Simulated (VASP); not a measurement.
# Cu (Im-3m) in VASP: single point with PBE

Aim: the single point of Cu with PBE.

Everything below comes from runs of VASP 6.6.1. Logs are shortened: lines on timing, memory, paths and dates and some standing lists are left out, and cuts for length are marked.

## 1. The cell of the first run

The structure is cubic, space group Im-3m (No. 229). Conventional cell: a = 2.914 Å, b = 2.914 Å, c = 2.914 Å, α = 90.00°, β = 90.00°, γ = 90.00°. Within 3.3 Å of Cu (site symmetry m-3m) lie 14 Cu at 2.52 to 2.91 Å.

## 2. Single point, PBE

INCAR

```
SYSTEM = Cu
ALGO = Normal
EDIFF = 1E-7
ENCUT = 520
GGA = PE
ISIF = 2
ISMEAR = -1
LASPH = .TRUE.
LCHARG = .TRUE.
LELF = .TRUE.
LREAL = .FALSE.
LVHAR = .TRUE.
LWAVE = .FALSE.
NBANDS = 12
NELM = 80
PREC = Accurate
SIGMA = 0.05
```

KPOINTS

```
k-points
0
G
  20 20 20
  0 0 0
```

POSCAR

```
Cu
1.0
   -1.4569879829      1.4569879829      1.4569879829
    1.4569879829     -1.4569879829      1.4569879829
    1.4569879829      1.4569879829     -1.4569879829
Cu
1
Direct
    0.0000000000      0.0000000000      0.0000000000
```

Potentials or basis: VASP PAW PBE potentials, release 64 (Cu).

Run with:

```console
$ cat potpaw_PBE.64/Cu/POTCAR > POTCAR
$ mpirun -np 1 vasp_std > vasp.out
```

OUTCAR:

```text
SYSTEM = Cu
   EDIFF = 1E-7
   ENCUT = 520
   GGA = PE
   ISIF = 2
   ISMEAR = -1
   LASPH = .TRUE.
   LREAL = .FALSE.
   NELM = 80
   PREC = Accurate

 ion  position               nearest neighbor table
   1  0.000  0.000  0.000-

  LATTYP: Found a body centered cubic cell.
 ALAT       =     2.9139759658

  Lattice vectors:

 A1 = (  -1.4569879829,   1.4569879829,   1.4569879829)
 A2 = (   1.4569879829,  -1.4569879829,   1.4569879829)
 A3 = (   1.4569879829,   1.4569879829,  -1.4569879829)

Analysis of symmetry for initial positions (statically):
=====================================================================
 Subroutine PRICEL returns:
 Original cell was already a primitive cell.

 Routine SETGRP: Setting up the symmetry group for a
 body centered cubic supercell.

 Subroutine GETGRP returns: Found 48 space group operations
 (whereof 48 operations were pure point group operations)
 out of a pool of 48 trial point group operations.

The static configuration has the point symmetry O_h .

Analysis of symmetry for dynamics (positions and initial velocities):
=====================================================================
 Subroutine PRICEL returns:
 Original cell was already a primitive cell.

 Routine SETGRP: Setting up the symmetry group for a
 body centered cubic supercell.

 Subroutine GETGRP returns: Found 48 space group operations
 (whereof 48 operations were pure point group operations)
 out of a pool of 48 trial point group operations.

The dynamic configuration has the point symmetry O_h .

 Subroutine INISYM returns: Found 48 space group operations
 (whereof 48 operations are pure point group operations),
 and found     1 'primitive' translations

----------------------------------------------------------------------------------------

                                     Primitive cell

  volume of cell :      12.3717

  direct lattice vectors                    reciprocal lattice vectors
    -1.456987983  1.456987983  1.456987983     0.000000000  0.343173730  0.343173730
     1.456987983 -1.456987983  1.456987983     0.343173730  0.000000000  0.343173730
     1.456987983  1.456987983 -1.456987983     0.343173730  0.343173730  0.000000000

  length of vectors
     2.523577212  2.523577212  2.523577212     0.485320943  0.485320943  0.485320943

  position of ions in fractional coordinates (direct lattice)
     0.000000000  0.000000000  0.000000000

  ion indices of the primitive-cell ions
   primitive index   ion index
                 1           1

----------------------------------------------------------------------------------------

 KPOINTS: k-points

Automatic generation of k-mesh.
 Grid dimensions read from file:
 generate k-points for:   20   20   20

 Generating k-lattice:

  Cartesian coordinates                     Fractional coordinates (reciprocal lattice)
     0.000000000  0.017158686  0.017158686     0.050000000  0.000000000  0.000000000
     0.017158686  0.000000000  0.017158686     0.000000000  0.050000000  0.000000000
     0.017158686  0.017158686  0.000000000     0.000000000  0.000000000  0.050000000

  Length of vectors
     0.024266047  0.024266047  0.024266047

  Shift w.r.t. Gamma in fractional coordinates (k-lattice)
     0.000000000  0.000000000  0.000000000

 Subroutine IBZKPT returns following result:
 ===========================================

 Found    256 irreducible k-points:

 Following reciprocal coordinates:
            Coordinates               Weight
  0.000000  0.000000  0.000000      1.000000
  0.050000  0.000000  0.000000     12.000000
  0.100000  0.000000  0.000000     12.000000
  0.150000  0.000000  0.000000     12.000000
  0.200000  0.000000  0.000000     12.000000
  0.250000  0.000000  0.000000     12.000000
[... 16 lines left out ...]
  0.200000  0.100000  0.000000     48.000000
  0.250000  0.100000  0.000000     48.000000
 [... further k-points ...]
   k-points           NKPTS =    256   k-points in BZ     NKDIM =    256   number of bands    NBANDS=     12
   number of dos      NEDOS =    301   number of ions     NIONS =      1
   total plane-waves  NPLWV =   8000
   dimension x,y,z NGX =    20 NGY =   20 NGZ =   20
   dimension x,y,z NGXF=    40 NGYF=   40 NGZF=   40
   ions per type =               1
   NGX,Y,Z   is equivalent  to a cutoff of  13.18, 13.18, 13.18 a.u.
   NGXF,Y,Z  is equivalent  to a cutoff of  26.35, 26.35, 26.35 a.u.
 SYSTEM =  Cu
   PREC   = accura    normal or accurate (medium, high low for compatibility)
   ISTART =      0    job   : 0-new  1-cont  2-samecut
   ICHARG =      2    charge: 1-file 2-atom 10-const
   ISPIN  =      1    spin polarized calculation?
   LNONCOLLINEAR =      F non collinear calculations
   LSORBIT =      F    spin-orbit coupling
   LASPH  =      T    aspherical Exc in radial PAW
   ENCUT  =  520.0 eV  38.22 Ry    6.18 a.u.   4.69  4.69  4.69*2*pi/ulx,y,z
   NELM   =     80;   NELMIN=  2; NELMDL= -5     # of ELM steps
   EDIFF  = 0.1E-06   stopping-criterion for ELM
   LREAL  =      F    real-space projection
   EDIFFG = 0.1E-05   stopping-criterion for IOM
   NSW    =      0    number of steps for IOM
   IBRION =     -1    ionic relax: 0-MD 1-quasi-New 2-CG
   NFREE  =      0    steps in history (QN), initial steepest desc. (CG)
   ISIF   =      2    stress and relaxation
   ISYM   =      2    0-nonsym 1-usesym 2-fastsym
   POTIM  = 0.5000    time-step for ionic-motion
   TEBEG  =    0.0;   TEEND  =   0.0 temperature during run
   PSTRESS=    0.0 pullay stress
   NELECT =      11.0000    total number of electrons
   NUPDOWN=      -1.0000    fix difference up-down
   EMIN   =  10.00;   EMAX   =-10.00  energy-range for DOS
   EFERMI =   0.00;   METHOD = LEGACY
   ISMEAR =    -1;   SIGMA  =   0.05  broadening in eV -4-tet -1-fermi 0-gaus
   EFERMI_NEDOS =   21; number of points for ismear=-14 and -15
   IALGO  =     38    algorithm
   IMIX   =      4    mixing-type and parameters
     AMIX     =   0.40;   BMIX     =  1.00
     AMIX_MAG =   1.60;   BMIX_MAG =  1.00
  volume/ion in A,a.u.               =      12.37        83.49
  Fermi-wavevector in a.u.,A,eV,Ry     =   1.574212  2.974828 33.717169  2.478142
  Thomas-Fermi vector in A             =   2.675380
   LORBIT       =      0    0 simple, 1 ext, 2 COOP (PROOUT), +10 PAW based schemes
   GGA     = PE    functional components
[... 5 lines left out ...]
 non-spin polarized calculation
  energy-cutoff  :      520.00
  volume of cell :       12.37
 maximum number of plane-waves:       370
   NGX =  9   NGY =  9   NGZ =  9

 number of electron      11.0000012 magnetization

 Free energy of the ion-electron system (eV)
  ---------------------------------------------------
  ext. energy  EPLUGINS =         0.00000000
  ---------------------------------------------------
  free energy    TOTEN  =        -3.68765093 eV

  energy without entropy =       -3.68318514  energy(sigma->0) =       -3.68541804

 E-fermi :   7.0215     XC(G=0): -12.4603

 val. band max:        7.0176751440   @ k =   0.2000   0.2000   0.1000
 cond. band min:       7.0537640051   @ k =   0.3000   0.1500   0.0500
 fundamental gap:      0.0360888611
 Fermi energy:         7.0215222230

 k-point     1 :       0.0000    0.0000    0.0000
  band No.  band energies     occupation
      1      -1.9737      2.00000
      2       4.0606      2.00000
      3       4.0606      2.00000
      4       4.0606      2.00000
      5       5.0049      2.00000
      6       5.0049      2.00000
      7      31.6357      0.00000
      8      31.6357      0.00000
      9      31.6357      0.00000
     10      34.3962      0.00000
     11      34.3962      0.00000
     12      34.3962      0.00000

 k-point     2 :       0.0500    0.0000    0.0000
  band No.  band energies     occupation
      1      -1.8803      2.00000
      2       4.0439      2.00000
      3       4.0601      2.00000
      4       4.0951      2.00000
      5       4.9883      2.00000
      6       5.0061      2.00000
      7      30.4712      0.00000
      8      31.3524      0.00000
      9      31.3616      0.00000
     10      33.2272      0.00000
     11      33.3449      0.00000
     12      33.5885      0.00000

 k-point     3 :       0.1000    0.0000    0.0000
  band No.  band energies     occupation
      1      -1.6026      2.00000
      2       3.9954      2.00000
      3       4.0558      2.00000
      4       4.1966      2.00000
      5       4.9457      2.00000
      6       5.0100      2.00000
      7      28.0359      0.00000
      8      30.3807      0.00000
      9      30.7581      0.00000
     10      31.6033      0.00000
     11      32.5360      0.00000
     12      33.3832      0.00000
[... 286 lines left out ...]
 k-point    23 :       0.2000    0.1000    0.0000
  band No.  band energies     occupation
      1       0.4442      2.00000
      2       3.7356      2.00000
      3       3.8847      2.00000
      4       4.8157      2.00000
      5       4.9678      2.00000
      6       5.0954      2.00000
      7      20.3787      0.00000
      8      23.5791      0.00000
      9      26.5942      0.00000
     10      30.4960      0.00000
     11      33.4983      0.00000
     12      34.5265      0.00000

 k-point    24 :       0.2500    0.1000    0.0000
  band No.  band energies     occupation
      1       1.2073      2.00000
      2       3.6353      2.00000
      3       3.9195      2.00000
      4       4.8414      2.00000
      5       5.0909      2.00000
      6       5.3133      2.00000
      7      17.9542      0.00000
      8      22.7435      0.00000
      9      25.6628      0.00000
     10      30.0847      0.00000
     11      33.3927      0.00000
     12      35.1727      0.00000

 [... further k-points ...]
[... 5 lines left out ...]
  --------------------------------------------------------------------------------------
  -------------------------------------------------------------------------------------
  Total       -0.2564458     -0.2564458     -0.2564458      0.0000000     -0.0000000      0.0000000
  in kB      -33.2107195    -33.2107195    -33.2107195      0.0000000     -0.0000000      0.0000000
  external PRESSURE =     -33.2107195 kB  Pullay stress =       0.0000000 kB

 VOLUME and BASIS-vectors are now :
 -----------------------------------------------------------------------------
  energy-cutoff  :      520.00
  volume of cell :       12.37
      direct lattice vectors                 reciprocal lattice vectors
    -1.456987983  1.456987983  1.456987983     0.000000000  0.343173730  0.343173730
     1.456987983 -1.456987983  1.456987983     0.343173730  0.000000000  0.343173730
     1.456987983  1.456987983 -1.456987983     0.343173730  0.343173730  0.000000000

 POSITION                                       TOTAL-FORCE (eV/Angst)
 -----------------------------------------------------------------------------------
      0.00000      0.00000      0.00000        -0.000000     -0.000000      0.000000
 -----------------------------------------------------------------------------------
    total drift:                                0.000000     -0.000000      0.000000

  FREE ENERGIE OF THE ION-ELECTRON SYSTEM (eV)
  ---------------------------------------------------
  free  energy   TOTEN  =        -3.6876509321 eV

  energy  without entropy=       -3.6831851401  energy(sigma->0) =       -3.68541804
```

It took 21 s on 1 thread of Intel Xeon 6975P-C (Granite Rapids), shared host; peak memory 0.15 GiB.

Results:

| Item | Value |
| --- | --- |
| Free energy | -3.6877 eV |
| Pressure | -3.3 GPa |
